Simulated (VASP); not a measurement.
# Fe3Co (P4/mmm) in VASP: a series of runs, part 2 of 2

VASP 6.6.1. Earlier steps stand in the parts before.

## 3. Single point, PBEsol

This run uses another cell than the first one, of 9.84 Å³/atom, 1.075 times its volume.

The input, INCAR:

```
  PREC = Accurate
  ENCUT = 520
  EDIFF = 1E-7
  ISMEAR = 0
  SIGMA = 0.1
  LREAL = F
  LASPH = T
  NELM = 100
  ALGO = Fast
  ISIF = 2
  LWAVE = F
  LCHARG = F
  GGA = PS
  NBANDS = 24
```

The input, KPOINTS:

```
Automatic mesh
0
Gamma
  10 10 14
```

The input, POSCAR:

```
Fe3Co
1.0
    3.8262974756      0.0000000000      0.0000000000
    0.0000000000      3.8262974756      0.0000000000
    0.0000000000      0.0000000000      2.6890586608
Fe Co
3 1
Direct
    0.5000000000      0.5000000000      0.0000000000
    0.5000000000      0.0000000000      0.5000000000
    0.0000000000      0.5000000000      0.5000000000
    0.0000000000      0.0000000000      0.0000000000
```

Potentials or basis: VASP PAW PBE potentials, release 64 (Fe, Co).

Started as:

```
> cat potpaw_PBE.64/Fe/POTCAR potpaw_PBE.64/Co/POTCAR > POTCAR
> mpirun -np 1 vasp_std > vasp.out
```

OUTCAR:

```text
PREC = Accurate
   ENCUT = 520
   EDIFF = 1E-7
   ISMEAR = 0
   LREAL = F
   LASPH = T
   NELM = 100
   ISIF = 2
   GGA = PS

 ion  position               nearest neighbor table
   1  0.500  0.500  0.000-   2 2.34   3 2.34   2 2.34   3 2.34   2 2.34   2 2.34   3 2.34   3 2.34
                             4 2.71   4 2.71   4 2.71   4 2.71
   2  0.500  0.000  0.500-   1 2.34   4 2.34   1 2.34   4 2.34   1 2.34   1 2.34   4 2.34   4 2.34
                             3 2.71   3 2.71   3 2.71   3 2.71
   3  0.000  0.500  0.500-   1 2.34   4 2.34   1 2.34   4 2.34   4 2.34   4 2.34   1 2.34   1 2.34
                             2 2.71   2 2.71   2 2.71   2 2.71
   4  0.000  0.000  0.000-   2 2.34   3 2.34   2 2.34   3 2.34   3 2.34   3 2.34   2 2.34   2 2.34
                             1 2.71   1 2.71   1 2.71   1 2.71

  LATTYP: Found a simple tetragonal cell.
 ALAT       =     3.8262974756
 C/A-ratio  =     0.7027834814

  Lattice vectors:

 A1 = (   3.8262974756,   0.0000000000,   0.0000000000)
 A2 = (   0.0000000000,   3.8262974756,   0.0000000000)
 A3 = (   0.0000000000,   0.0000000000,   2.6890586608)

Analysis of symmetry for initial positions (statically):
=====================================================================
 Subroutine PRICEL returns:
 Original cell was already a primitive cell.

 Routine SETGRP: Setting up the symmetry group for a
 simple tetragonal supercell.

 Subroutine GETGRP returns: Found 16 space group operations
 (whereof 16 operations were pure point group operations)
 out of a pool of 16 trial point group operations.

The static configuration has the point symmetry D_4h.

Analysis of symmetry for dynamics (positions and initial velocities):
=====================================================================
 Subroutine PRICEL returns:
 Original cell was already a primitive cell.

 Routine SETGRP: Setting up the symmetry group for a
 simple tetragonal supercell.

 Subroutine GETGRP returns: Found 16 space group operations
 (whereof 16 operations were pure point group operations)
 out of a pool of 16 trial point group operations.

The dynamic configuration has the point symmetry D_4h.

 Subroutine INISYM returns: Found 16 space group operations
 (whereof 16 operations are pure point group operations),
 and found     1 'primitive' translations

----------------------------------------------------------------------------------------

                                     Primitive cell

  volume of cell :      39.3693

  direct lattice vectors                    reciprocal lattice vectors
     3.826297476  0.000000000  0.000000000     0.261349256  0.000000000  0.000000000
     0.000000000  3.826297476  0.000000000     0.000000000  0.261349256  0.000000000
     0.000000000  0.000000000  2.689058661     0.000000000  0.000000000  0.371877347

  length of vectors
     3.826297476  3.826297476  2.689058661     0.261349256  0.261349256  0.371877347

  position of ions in fractional coordinates (direct lattice)
     0.500000000  0.500000000  0.000000000
     0.500000000  0.000000000  0.500000000
     0.000000000  0.500000000  0.500000000
     0.000000000  0.000000000  0.000000000

  ion indices of the primitive-cell ions
   primitive index   ion index
                 1           1
                 2           2
                 3           3
                 4           4

----------------------------------------------------------------------------------------

 KPOINTS: Automatic mesh

Automatic generation of k-mesh.
 Grid dimensions read from file:
 generate k-points for:   10   10   14

 Generating k-lattice:

  Cartesian coordinates                     Fractional coordinates (reciprocal lattice)
     0.026134926  0.000000000  0.000000000     0.100000000  0.000000000  0.000000000
     0.000000000  0.026134926  0.000000000     0.000000000  0.100000000  0.000000000
     0.000000000  0.000000000  0.026562668     0.000000000  0.000000000  0.071428571

  Length of vectors
     0.026134926  0.026134926  0.026562668

  Shift w.r.t. Gamma in fractional coordinates (k-lattice)
     0.000000000  0.000000000  0.000000000

 Subroutine IBZKPT returns following result:
 ===========================================

 Found    168 irreducible k-points:

 Following reciprocal coordinates:
            Coordinates               Weight
  0.000000  0.000000  0.000000      1.000000
  0.100000  0.000000  0.000000      4.000000
  0.200000  0.000000  0.000000      4.000000
  0.300000  0.000000  0.000000      4.000000
  0.400000  0.000000  0.000000      4.000000
  0.500000  0.000000  0.000000      2.000000
[... 16 lines left out ...]
  0.100000  0.000000  0.071429      8.000000
  0.200000  0.000000  0.071429      8.000000
 [... further k-points ...]
   k-points           NKPTS =    168   k-points in BZ     NKDIM =    168   number of bands    NBANDS=     24
   number of dos      NEDOS =    301   number of ions     NIONS =      4
   total plane-waves  NPLWV =  15680
   dimension x,y,z NGX =    28 NGY =   28 NGZ =   20
   dimension x,y,z NGXF=    56 NGYF=   56 NGZF=   40
   ions per type =               3   1
   NGX,Y,Z   is equivalent  to a cutoff of  12.17, 12.17, 12.36 a.u.
   NGXF,Y,Z  is equivalent  to a cutoff of  24.33, 24.33, 24.73 a.u.
 SYSTEM =  unknown system
   PREC   = accura    normal or accurate (medium, high low for compatibility)
   ISTART =      0    job   : 0-new  1-cont  2-samecut
   ICHARG =      2    charge: 1-file 2-atom 10-const
   ISPIN  =      1    spin polarized calculation?
   LNONCOLLINEAR =      F non collinear calculations
   LSORBIT =      F    spin-orbit coupling
   LASPH  =      T    aspherical Exc in radial PAW
   ENCUT  =  520.0 eV  38.22 Ry    6.18 a.u.   7.11  7.11  5.00*2*pi/ulx,y,z
   NELM   =    100;   NELMIN=  2; NELMDL= -5     # of ELM steps
   EDIFF  = 0.1E-06   stopping-criterion for ELM
   LREAL  =      F    real-space projection
   EDIFFG = 0.1E-05   stopping-criterion for IOM
   NSW    =      0    number of steps for IOM
   IBRION =     -1    ionic relax: 0-MD 1-quasi-New 2-CG
   NFREE  =      0    steps in history (QN), initial steepest desc. (CG)
   ISIF   =      2    stress and relaxation
   ISYM   =      2    0-nonsym 1-usesym 2-fastsym
   POTIM  = 0.5000    time-step for ionic-motion
   TEBEG  =    0.0;   TEEND  =   0.0 temperature during run
   PSTRESS=    0.0 pullay stress
   NELECT =      33.0000    total number of electrons
   NUPDOWN=      -1.0000    fix difference up-down
   EMIN   =  10.00;   EMAX   =-10.00  energy-range for DOS
   EFERMI =   0.00;   METHOD = LEGACY
   ISMEAR =     0;   SIGMA  =   0.10  broadening in eV -4-tet -1-fermi 0-gaus
   EFERMI_NEDOS =   21; number of points for ismear=-14 and -15
   IALGO  =     68    algorithm
   IMIX   =      4    mixing-type and parameters
     AMIX     =   0.40;   BMIX     =  1.00
     AMIX_MAG =   1.60;   BMIX_MAG =  1.00
  volume/ion in A,a.u.               =       9.84        66.42
  Fermi-wavevector in a.u.,A,eV,Ry     =   1.543572  2.916928 32.417439  2.382615
  Thomas-Fermi vector in A             =   2.649216
   LORBIT       =      0    0 simple, 1 ext, 2 COOP (PROOUT), +10 PAW based schemes
   GGA     = PS    functional components
   LHFCALC =     F    Hartree Fock is set to
   AEXX    =    0.0000 exact exchange contribution
   IVDW    =     0    specifies the selected vdW correction
   LEPSILON=     F    determine dielectric tensor
   LRPA    =     F    only Hartree local field effects (RPA)
 non-spin polarized calculation
 RMM-DIIS sequential band-by-band and
 Gauss-broadening in eV      SIGMA  =   0.10
  energy-cutoff  :      520.00
  volume of cell :       39.37
 maximum number of plane-waves:      1084
   NGX = 15   NGY = 15   NGZ =  9

 number of electron      32.9999978 magnetization

 Free energy of the ion-electron system (eV)
  ---------------------------------------------------
  ext. energy  EPLUGINS =         0.00000000
  ---------------------------------------------------
  free energy    TOTEN  =       -32.86180625 eV

  energy without entropy =      -32.79049950  energy(sigma->0) =      -32.82615288

 E-fermi :   8.3317     XC(G=0): -14.1589

 val. band max:        8.3304606443   @ k =   0.5000   0.4000   0.0714
 cond. band min:       8.3333177813   @ k =   0.5000   0.1000   0.2143
 fundamental gap:      0.0028571370
 Fermi energy:         8.3316653606

 k-point     1 :       0.0000    0.0000    0.0000
  band No.  band energies     occupation
      1      -1.0156      2.00000
      2       3.0180      2.00000
      3       3.0831      2.00000
      4       3.2682      2.00000
      5       3.3086      2.00000
      6       4.9995      2.00000
[... 637 lines left out ...]
     23      11.2539      0.00000
     24      17.3007      0.00000

 [... further k-points ...]
[... 5 lines left out ...]
  --------------------------------------------------------------------------------------
  -------------------------------------------------------------------------------------
  Total        1.8180363      1.8180363      1.8156090      0.0000000      0.0000000      0.0000000
  in kB       73.9869956     73.9869956     73.8882128      0.0000000      0.0000000      0.0000000
  external PRESSURE =      73.9540680 kB  Pullay stress =       0.0000000 kB

 VOLUME and BASIS-vectors are now :
 -----------------------------------------------------------------------------
  energy-cutoff  :      520.00
  volume of cell :       39.37
      direct lattice vectors                 reciprocal lattice vectors
     3.826297476  0.000000000  0.000000000     0.261349256  0.000000000  0.000000000
     0.000000000  3.826297476  0.000000000     0.000000000  0.261349256  0.000000000
     0.000000000  0.000000000  2.689058661     0.000000000  0.000000000  0.371877347

 POSITION                                       TOTAL-FORCE (eV/Angst)
 -----------------------------------------------------------------------------------
      1.91315      1.91315      0.00000         0.000000      0.000000      0.000000
      1.91315      0.00000      1.34453         0.000000      0.000000      0.000000
      0.00000      1.91315      1.34453         0.000000      0.000000      0.000000
      0.00000      0.00000      0.00000         0.000000      0.000000      0.000000
 -----------------------------------------------------------------------------------
    total drift:                                0.000000      0.000000      0.000000

  FREE ENERGIE OF THE ION-ELECTRON SYSTEM (eV)
  ---------------------------------------------------
  free  energy   TOTEN  =       -32.8618062536 eV

  energy  without entropy=      -32.7904994971  energy(sigma->0) =      -32.82615288
```

Run time: 72 s. Hardware: 1 thread of Intel Xeon 6975P-C (Granite Rapids), shared host; peak memory 0.26 GiB.

What came out:

```
Free energy : -32.8618 eV
Pressure    : 7.4 GPa
```

Levels at points of the mesh, in eV from the Fermi level:
| k point | band 12 | band 13 | band 14 | band 15 | band 16 | band 17 | band 18 | band 19 | band 20 | band 21 |
| --- | --- | --- | --- | --- | --- | --- | --- | --- | --- | --- |
| (0.00, 0.00, 0.00) | -0.22 | -0.14 | -0.08 | 0.08 | 0.28 | 0.39 | 0.39 | 1.00 | 1.00 | 1.06 |
| (0.50, 0.00, 0.00) | -1.47 | -0.84 | -0.65 | -0.52 | -0.52 | -0.37 | -0.35 | -0.14 | 0.07 | 1.08 |
| (0.50, 0.50, 0.00) | -1.46 | -1.39 | -1.39 | -1.36 | -1.35 | -0.62 | -0.62 | -0.38 | -0.35 | 1.00 |
| (0.00, 0.00, 0.50) | -1.59 | -1.40 | -1.40 | -0.67 | -0.38 | 0.02 | 0.03 | 0.33 | 0.36 | 1.17 |
| (0.50, 0.00, 0.50) | -2.56 | -0.47 | -0.35 | -0.23 | -0.21 | 0.03 | 0.39 | 0.40 | 0.45 | 3.14 |
| (0.50, 0.50, 0.50) | -0.08 | 0.01 | 0.17 | 0.30 | 0.30 | 0.38 | 0.45 | 0.45 | 0.54 | 1.23 |

Caveat: the PAW data sets were made with another functional, which shifts forces and pressure a little; the run has no spin polarisation, though such a crystal can be magnetic.

## 4. Single point, PBEsol

This run uses another cell than the first one, of 10.53 Å³/atom, 1.150 times its volume.

The input, INCAR:

```
PREC = Accurate
ENCUT = 520
EDIFF = 1E-6
ISMEAR = 0
SIGMA = 0.1
LREAL = False
LASPH = True
NELM = 60
ALGO = Fast
ISIF = 2
LWAVE = False
LCHARG = False
GGA = PS
NBANDS = 24
```

The input, KPOINTS:

```
regular mesh
0
Gamma
  10 10 14
```

The input, POSCAR:

```
Fe3Co
1.0
    3.9132884096      0.0000000000      0.0000000000
    0.0000000000      3.9132884096      0.0000000000
    0.0000000000      0.0000000000      2.7501944522
Fe Co
3 1
Direct
    0.5000000000      0.5000000000      0.0000000000
    0.5000000000      0.0000000000      0.5000000000
    0.0000000000      0.5000000000      0.5000000000
    0.0000000000      0.0000000000      0.0000000000
```

Potentials or basis: VASP PAW PBE potentials, release 64 (Fe, Co).

Started as:

```
> cat potpaw_PBE.64/Fe/POTCAR potpaw_PBE.64/Co/POTCAR > POTCAR
> mpirun -np 1 vasp_std > vasp.out
```

OUTCAR:

```text
PREC = Accurate
   ENCUT = 520
   EDIFF = 1E-6
   ISMEAR = 0
   LREAL = False
   LASPH = True
   NELM = 60
   ISIF = 2
   GGA = PS

 ion  position               nearest neighbor table
   1  0.500  0.500  0.000-   2 2.39   3 2.39   2 2.39   3 2.39   2 2.39   2 2.39   3 2.39   3 2.39
                             4 2.77   4 2.77   4 2.77   4 2.77
   2  0.500  0.000  0.500-   1 2.39   4 2.39   1 2.39   4 2.39   1 2.39   1 2.39   4 2.39   4 2.39
                             3 2.77   3 2.77   3 2.77   3 2.77
   3  0.000  0.500  0.500-   1 2.39   4 2.39   1 2.39   4 2.39   4 2.39   4 2.39   1 2.39   1 2.39
[... 856 lines left out ...]
  -------------------------------------------------------------------------------------
  Total       -3.0254820     -3.0254820     -3.0499371      0.0000000      0.0000000      0.0000000
  in kB     -115.0954182   -115.0954182   -116.0257403      0.0000000      0.0000000      0.0000000
  external PRESSURE =    -115.4055256 kB  Pullay stress =       0.0000000 kB

 VOLUME and BASIS-vectors are now :
 -----------------------------------------------------------------------------
  energy-cutoff  :      520.00
  volume of cell :       42.12
      direct lattice vectors                 reciprocal lattice vectors
     3.913288410  0.000000000  0.000000000     0.255539560  0.000000000  0.000000000
     0.000000000  3.913288410  0.000000000     0.000000000  0.255539560  0.000000000
     0.000000000  0.000000000  2.750194452     0.000000000  0.000000000  0.363610653

 POSITION                                       TOTAL-FORCE (eV/Angst)
 -----------------------------------------------------------------------------------
      1.95664      1.95664      0.00000         0.000000      0.000000      0.000000
      1.95664      0.00000      1.37510         0.000000      0.000000      0.000000
      0.00000      1.95664      1.37510         0.000000      0.000000      0.000000
      0.00000      0.00000      0.00000         0.000000      0.000000      0.000000
 -----------------------------------------------------------------------------------
    total drift:                                0.000000      0.000000     -0.000000

  FREE ENERGIE OF THE ION-ELECTRON SYSTEM (eV)
  ---------------------------------------------------
  free  energy   TOTEN  =       -32.8151480092 eV

  energy  without entropy=      -32.7369920417  energy(sigma->0) =      -32.77607003
```

OSZICAR:

```text
N       E                     dE             d eps       ncg     rms          rms(c)
DAV:   1     0.227389950639E+03    0.22739E+03   -0.13684E+04  8096   0.177E+03
[... 11 lines left out ...]
RMM:  13    -0.328162547937E+02    0.11982E-01   -0.17905E-02  8184   0.841E-01    0.577E-01
RMM:  14    -0.328155993493E+02    0.65544E-03   -0.30749E-03  8653   0.450E-01    0.389E-01
RMM:  15    -0.328151980034E+02    0.40135E-03   -0.15621E-03  8735   0.317E-01    0.167E-01
RMM:  16    -0.328151453941E+02    0.52609E-04   -0.33742E-04  9166   0.148E-01    0.522E-02
RMM:  17    -0.328151511854E+02   -0.57912E-05   -0.10227E-04  9858   0.718E-02    0.578E-02
RMM:  18    -0.328151488665E+02    0.23189E-05   -0.25334E-05  9511   0.352E-02    0.794E-03
RMM:  19    -0.328151480092E+02    0.85727E-06   -0.55950E-06  6265   0.167E-02
   1 F= -.32815148E+02 E0= -.32776070E+02  d E =-.781560E-01
```

Wall time 91 s (1 thread of Intel Xeon 6975P-C (Granite Rapids), shared host); peak memory 0.27 GiB.

What came out:

```yaml
Free_energy: -32.8151 eV
Pressure: -11.5 GPa
```

Levels at points of the mesh, in eV from the Fermi level:
```csv
k point,band 14,band 15,band 16,band 17,band 18,band 19
"(0.00, 0.00, 0.00)",-0.07,0.07,0.25,0.40,0.40,0.90
"(0.50, 0.00, 0.00)",-0.59,-0.47,-0.46,-0.33,-0.32,-0.12
"(0.50, 0.50, 0.00)",-1.26,-1.23,-1.22,-0.56,-0.56,-0.35
"(0.00, 0.00, 0.50)",-1.27,-0.61,-0.34,0.02,0.02,0.30
"(0.50, 0.00, 0.50)",-0.32,-0.21,-0.19,0.03,0.35,0.36
"(0.50, 0.50, 0.50)",0.15,0.27,0.27,0.40,0.46,0.46
```

Caveat: the PAW data sets were made with another functional, which shifts forces and pressure a little; the run has no spin polarisation, though such a crystal can be magnetic.

## 5. Overview

| cell | further INCAR settings | gap on the mesh (eV) | pressure (GPa) |
| --- | --- | --- | --- |
| a = 3.735, b = 3.735, c = 2.625 Å, 4 atoms | ALGO = Fast; EDIFF = 1e-06; NBANDS = 24 | none | 35.2 |
| a = 3.826, b = 3.826, c = 2.689 Å, 4 atoms | ALGO = Fast; EDIFF = 1e-07; NBANDS = 24 | none | 7.4 |
| a = 3.913, b = 3.913, c = 2.750 Å, 4 atoms | ALGO = Fast; EDIFF = 1e-06; NBANDS = 24 | none | -11.5 |

Alike in all rows: task single point; level PBEsol; potentials or basis VASP PAW PBE potentials, release 64 (Fe, Co); no spin polarisation; k mesh 10 × 10 × 14; cutoff (eV) 520; smearing gaussian 0.1 eV.

Caveats: the PAW data sets were made with another functional, which shifts forces and pressure a little; the run has no spin polarisation, though such a crystal can be magnetic.

Absolute energies hang on the potentials; compare differences alone.
